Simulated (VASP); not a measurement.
# Si2W in VASP: further runs

Runs on Si2W. Level: PBEsol. Tasks: single point.

All numbers are computed with VASP 6.6.1; they aren't measurements. Logs are shortened: lines on timing, memory, paths and dates and some standing lists are left out, and cuts for length are marked.

## (1) The cell of the first run

Symmetry: Immm, No. 71, orthorhombic system. The conventional cell has a = 3.178 Å, b = 3.299 Å, c = 7.787 Å, α = 90.00°, β = 90.00°, γ = 90.00°. Within 3.4 Å of Si (site symmetry mm2) lie 9 Si at 2.57 to 3.30 Å and 5 W at 2.61 to 2.63 Å. Within 3.4 Å of W (site symmetry mmm) lie 10 Si at 2.61 to 2.63 Å and 4 W at 3.18 to 3.30 Å.

## (2) Single point, PBEsol (uniaxial strain along a: +3.0 %, then relaxed in part)

Contents of INCAR:

```
ALGO = Normal ; EDIFF = 1E-6
ENCUT = 520 ; GGA = PS
ISIF = 2 ; ISMEAR = 0
LASPH = T ; LCHARG = F
LREAL = F ; LWAVE = F
NBANDS = 31 ; NELM = 60
PREC = Accurate ; SIGMA = 0.1
```

Contents of KPOINTS:

```
k-points
0
Gamma
  12 12 6
```

Contents of POSCAR:

```
Si2W
1.0
    3.2985745490      0.0000000000      0.0000000000
    0.0000000000      3.1777839713      0.0000000000
    0.0000000000      0.0000000000      7.7865739902
Si W
4 2
Direct
    0.0000000000      0.0000000000      0.3348015458
    0.5000000000      0.5000000000      0.1651984542
    0.5000000000      0.5000000000      0.8348015458
    0.0000000000      0.0000000000      0.6651984542
    0.0000000000      0.0000000000      0.0000000000
    0.5000000000      0.5000000000      0.5000000000
```

Potentials or basis: VASP PAW PBE potentials, release 64 (Si, W_sv).

On the command line:

```console
cat potpaw_PBE.64/Si/POTCAR potpaw_PBE.64/W_sv/POTCAR > POTCAR
mpirun -np 1 vasp_std > vasp.out
```

OUTCAR:

```text
EDIFF = 1E-6
   ENCUT = 520
   GGA = PS
   ISIF = 2
   ISMEAR = 0
   LASPH = T
   LREAL = F
   NELM = 60
   PREC = Accurate

 ion  position               nearest neighbor table
   1  0.000  0.000  0.335-   4 2.57   5 2.61   6 2.63   6 2.63   6 2.63   6 2.63   2 2.64   2 2.64
                             2 2.64   2 2.64
   2  0.500  0.500  0.165-   3 2.57   6 2.61   5 2.63   5 2.63   5 2.63   5 2.63   1 2.64   1 2.64
                             1 2.64   1 2.64
   3  0.500  0.500  0.835-   2 2.57   6 2.61   5 2.63   5 2.63   5 2.63   5 2.63   4 2.64   4 2.64
                             4 2.64   4 2.64
   4  0.000  0.000  0.665-   1 2.57   5 2.61   6 2.63   6 2.63   6 2.63   6 2.63   3 2.64   3 2.64
                             3 2.64   3 2.64
   5  0.000  0.000  0.000-   1 2.61   4 2.61   3 2.63   2 2.63   2 2.63   3 2.63   2 2.63   3 2.63
                             2 2.63   3 2.63
   6  0.500  0.500  0.500-   2 2.61   3 2.61   1 2.63   4 2.63   1 2.63   4 2.63   1 2.63   4 2.63
                             1 2.63   4 2.63

  LATTYP: Found a simple orthorhombic cell.
 ALAT       =     3.1777839713
 B/A-ratio  =     1.0380109469
 C/A-ratio  =     2.4503157107

  Lattice vectors:

 A1 = (   0.0000000000,  -3.1777839713,   0.0000000000)
 A2 = (   3.2985745490,   0.0000000000,   0.0000000000)
 A3 = (   0.0000000000,   0.0000000000,   7.7865739902)

Analysis of symmetry for initial positions (statically):
=====================================================================
 Subroutine PRICEL returns following result:

  LATTYP: Found a body centered orthorhombic cell.
 ALAT       =     3.1777839713
 B/A-ratio  =     1.0380109469
 C/A-ratio  =     2.4503157107

  Lattice vectors:

 A1 = (   1.6492872745,  -1.5888919856,  -3.8932869951)
 A2 = (  -1.6492872745,   1.5888919856,  -3.8932869951)
 A3 = (   1.6492872745,   1.5888919857,   3.8932869951)

   2 primitive cells build up your supercell.

 Routine SETGRP: Setting up the symmetry group for a
 simple orthorhombic supercell.

 Subroutine GETGRP returns: Found  8 space group operations
 (whereof  8 operations were pure point group operations)
 out of a pool of  8 trial point group operations.

The static configuration has the point symmetry D_2h.

Analysis of symmetry for dynamics (positions and initial velocities):
=====================================================================
 Subroutine PRICEL returns following result:

  LATTYP: Found a body centered orthorhombic cell.
 ALAT       =     3.1777839713
 B/A-ratio  =     1.0380109469
 C/A-ratio  =     2.4503157107

  Lattice vectors:

 A1 = (   1.6492872745,  -1.5888919856,  -3.8932869951)
 A2 = (  -1.6492872745,   1.5888919856,  -3.8932869951)
 A3 = (   1.6492872745,   1.5888919857,   3.8932869951)

   2 primitive cells build up your supercell.

 Routine SETGRP: Setting up the symmetry group for a
 simple orthorhombic supercell.

 Subroutine GETGRP returns: Found  8 space group operations
 (whereof  8 operations were pure point group operations)
 out of a pool of  8 trial point group operations.

The dynamic configuration has the point symmetry D_2h.

 Subroutine INISYM returns: Found  8 space group operations
 (whereof  8 operations are pure point group operations),
 and found     2 'primitive' translations

----------------------------------------------------------------------------------------

                                     Primitive cell

  volume of cell :      40.8100

  direct lattice vectors                    reciprocal lattice vectors
     1.649287275 -1.588891986 -3.893286995     0.303161255  0.000000000 -0.128426186
    -1.649287275  1.588891986 -3.893286995    -0.000000000  0.314684701 -0.128426186
     1.649287275  1.588891986  3.893286995     0.303161255  0.314684701 -0.000000000

  length of vectors
     4.516902687  4.516902687  4.516902687     0.329241601  0.339881960  0.436959046

  position of ions in fractional coordinates (direct lattice)
     0.665198454  0.665198454  1.000000000
     0.334801546  0.334801546  1.000000000
     0.000000000  0.000000000  0.000000000

  ion indices of the primitive-cell ions
   primitive index   ion index
                 1           1
                 2           4
                 3           5

----------------------------------------------------------------------------------------

 KPOINTS: k-points

Automatic generation of k-mesh.
 Grid dimensions read from file:
 generate k-points for:   12   12    6

 Generating k-lattice:

  Cartesian coordinates                     Fractional coordinates (reciprocal lattice)
     0.025263438  0.000000000  0.000000000     0.083333333  0.000000000  0.000000000
     0.000000000  0.026223725  0.000000000     0.000000000  0.083333333  0.000000000
     0.000000000  0.000000000  0.021404364     0.000000000  0.000000000  0.166666667

  Length of vectors
     0.025263438  0.026223725  0.021404364

  Shift w.r.t. Gamma in fractional coordinates (k-lattice)
     0.000000000  0.000000000  0.000000000

 Subroutine IBZKPT returns following result:
 ===========================================

 Found    196 irreducible k-points:

 Following reciprocal coordinates:
            Coordinates               Weight
  0.000000  0.000000  0.000000      1.000000
  0.083333  0.000000  0.000000      2.000000
  0.166667  0.000000  0.000000      2.000000
  0.250000  0.000000  0.000000      2.000000
  0.333333  0.000000  0.000000      2.000000
  0.416667  0.000000  0.000000      2.000000
[... 16 lines left out ...]
  0.083333  0.250000  0.000000      4.000000
  0.166667  0.250000  0.000000      4.000000
 [... further k-points ...]
   k-points           NKPTS =    196   k-points in BZ     NKDIM =    196   number of bands    NBANDS=     31
   number of dos      NEDOS =    301   number of ions     NIONS =      6
   total plane-waves  NPLWV =  40320
   dimension x,y,z NGX =    28 NGY =   24 NGZ =   60
   dimension x,y,z NGXF=    56 NGYF=   48 NGZF=  120
   ions per type =               4   2
   NGX,Y,Z   is equivalent  to a cutoff of  14.11, 12.56, 12.81 a.u.
   NGXF,Y,Z  is equivalent  to a cutoff of  28.22, 25.11, 25.62 a.u.
 SYSTEM =  unknown system
   PREC   = accura    normal or accurate (medium, high low for compatibility)
   ISTART =      0    job   : 0-new  1-cont  2-samecut
   ICHARG =      2    charge: 1-file 2-atom 10-const
   ISPIN  =      1    spin polarized calculation?
   LNONCOLLINEAR =      F non collinear calculations
   LSORBIT =      F    spin-orbit coupling
   LASPH  =      T    aspherical Exc in radial PAW
   ENCUT  =  520.0 eV  38.22 Ry    6.18 a.u.   6.13  5.91 14.48*2*pi/ulx,y,z
   NELM   =     60;   NELMIN=  2; NELMDL= -5     # of ELM steps
   EDIFF  = 0.1E-05   stopping-criterion for ELM
   LREAL  =      F    real-space projection
   EDIFFG = 0.1E-04   stopping-criterion for IOM
   NSW    =      0    number of steps for IOM
   IBRION =     -1    ionic relax: 0-MD 1-quasi-New 2-CG
   NFREE  =      0    steps in history (QN), initial steepest desc. (CG)
   ISIF   =      2    stress and relaxation
   ISYM   =      2    0-nonsym 1-usesym 2-fastsym
   POTIM  = 0.5000    time-step for ionic-motion
   TEBEG  =    0.0;   TEEND  =   0.0 temperature during run
   PSTRESS=    0.0 pullay stress
   NELECT =      44.0000    total number of electrons
   NUPDOWN=      -1.0000    fix difference up-down
   EMIN   =  10.00;   EMAX   =-10.00  energy-range for DOS
   EFERMI =   0.00;   METHOD = LEGACY
   ISMEAR =     0;   SIGMA  =   0.10  broadening in eV -4-tet -1-fermi 0-gaus
   EFERMI_NEDOS =   21; number of points for ismear=-14 and -15
   IALGO  =     38    algorithm
   IMIX   =      4    mixing-type and parameters
     AMIX     =   0.40;   BMIX     =  1.00
     AMIX_MAG =   1.60;   BMIX_MAG =  1.00
  volume/ion in A,a.u.               =      13.60        91.80
  Fermi-wavevector in a.u.,A,eV,Ry     =   1.332376  2.517825 24.153401  1.775225
  Thomas-Fermi vector in A             =   2.461315
   LORBIT       =      0    0 simple, 1 ext, 2 COOP (PROOUT), +10 PAW based schemes
   GGA     = PS    functional components
   LHFCALC =     F    Hartree Fock is set to
   AEXX    =    0.0000 exact exchange contribution
   IVDW    =     0    specifies the selected vdW correction
   LEPSILON=     F    determine dielectric tensor
   LRPA    =     F    only Hartree local field effects (RPA)
 non-spin polarized calculation
 Gauss-broadening in eV      SIGMA  =   0.10
  energy-cutoff  :      520.00
  volume of cell :       81.62
 maximum number of plane-waves:      2224
 NGX is ok and might be reduce to    28
   NGX = 13   NGY = 11   NGZ = 29

 number of electron      44.0000002 magnetization

 Free energy of the ion-electron system (eV)
  ---------------------------------------------------
  ext. energy  EPLUGINS =         0.00000000
  ---------------------------------------------------
  free energy    TOTEN  =       -53.19973137 eV

  energy without entropy =      -53.19688514  energy(sigma->0) =      -53.19830825

 E-fermi :  11.7277     XC(G=0): -12.5609

 val. band max:       11.7022848408   @ k =   0.1667   0.0000   0.1667
 cond. band min:      11.7333332487   @ k =   0.0833   0.0000   0.1667
 fundamental gap:      0.0310484078
 Fermi energy:        11.7277151938

 k-point     1 :       0.0000    0.0000    0.0000
  band No.  band energies     occupation
      1     -62.1024      2.00000
      2     -62.1022      2.00000
      3     -26.4017      2.00000
      4     -26.4003      2.00000
      5     -26.3656      2.00000
      6     -26.3481      2.00000
[... 23 lines left out ...]
     30      16.4223      0.00000
     31      16.5084      0.00000

 k-point     2 :       0.0833    0.0000    0.0000
  band No.  band energies     occupation
      1     -62.1020      2.00000
      2     -62.1019      2.00000
      3     -26.4131      2.00000
      4     -26.4118      2.00000
      5     -26.3640      2.00000
      6     -26.3471      2.00000
[... 23 lines left out ...]
     30      16.6338      0.00000
     31      16.8655      0.00000

 k-point     3 :       0.1667    0.0000    0.0000
  band No.  band energies     occupation
      1     -62.1011      2.00000
      2     -62.1009      2.00000
      3     -26.4443      2.00000
      4     -26.4431      2.00000
      5     -26.3596      2.00000
      6     -26.3444      2.00000
[... 703 lines left out ...]
     30      16.4733      0.00000
     31      17.4296      0.00000

 k-point    24 :       0.1667    0.2500    0.0000
  band No.  band energies     occupation
      1     -62.0967      2.00000
      2     -62.0966      2.00000
      3     -26.4312      2.00000
      4     -26.4307      2.00000
      5     -26.4152      2.00000
      6     -26.4142      2.00000
[... 23 lines left out ...]
     30      16.3891      0.00000
     31      16.4187      0.00000

 [... further k-points ...]
[... 5 lines left out ...]
  --------------------------------------------------------------------------------------
  -------------------------------------------------------------------------------------
  Total       -5.3998143      0.1535787      0.1271068      0.0000000      0.0000000      0.0000000
  in kB     -105.9966931      3.0147032      2.4950667      0.0000000      0.0000000      0.0000000
  external PRESSURE =     -33.4956411 kB  Pullay stress =       0.0000000 kB

 VOLUME and BASIS-vectors are now :
 -----------------------------------------------------------------------------
  energy-cutoff  :      520.00
  volume of cell :       81.62
      direct lattice vectors                 reciprocal lattice vectors
     3.298574549  0.000000000  0.000000000     0.303161255  0.000000000  0.000000000
     0.000000000  3.177783971  0.000000000     0.000000000  0.314684701  0.000000000
     0.000000000  0.000000000  7.786573990     0.000000000  0.000000000  0.128426186

 POSITION                                       TOTAL-FORCE (eV/Angst)
 -----------------------------------------------------------------------------------
      0.00000      0.00000      2.60696        -0.000000      0.000000     -0.007955
      1.64929      1.58889      1.28633         0.000000      0.000000      0.007955
      1.64929      1.58889      6.50024        -0.000000      0.000000     -0.007955
      0.00000      0.00000      5.17962        -0.000000      0.000000      0.007955
      0.00000      0.00000      0.00000         0.000000      0.000000      0.000000
      1.64929      1.58889      3.89329         0.000000     -0.000000     -0.000000
 -----------------------------------------------------------------------------------
    total drift:                                0.000000      0.000000      0.000000

  FREE ENERGIE OF THE ION-ELECTRON SYSTEM (eV)
  ---------------------------------------------------
  free  energy   TOTEN  =       -53.1997313670 eV

  energy  without entropy=      -53.1968851352  energy(sigma->0) =      -53.19830825
```

Run time: 5.1 min. Hardware: 1 thread of Intel Xeon Platinum 8375C at 2.90GHz (Ice Lake), shared host; peak memory 0.48 GiB.

Results:

| Quantity | Value |
| --- | --- |
| Free energy | -53.1997 eV |
| Pressure | -3.3 GPa |
| Largest force | 0.008 eV/Å |
| Band gap on the k mesh | zero (bands 22 and 23 overlap by 1.01 eV) |

Forces on the atoms (eV/Å):
```
Si   0.000  0.000 -0.008
Si   0.000  0.000  0.008
Si   0.000  0.000 -0.008
Si   0.000  0.000  0.008
W    0.000  0.000  0.000
W    0.000  0.000  0.000
```

Caveat: the cell differs from its parent crystal (uniaxial strain along a: +3.0 %, then relaxed in part); the stress differs along the axes, from -11 to 0 GPa; the PAW data sets were made with another functional, which shifts forces and pressure a little; spin-orbit coupling is left out, which moves the levels of the heavy elements.

[end of part 1 of 2]

The gap in the log of VASP goes by the Fermi energy; the results here count the filled bands.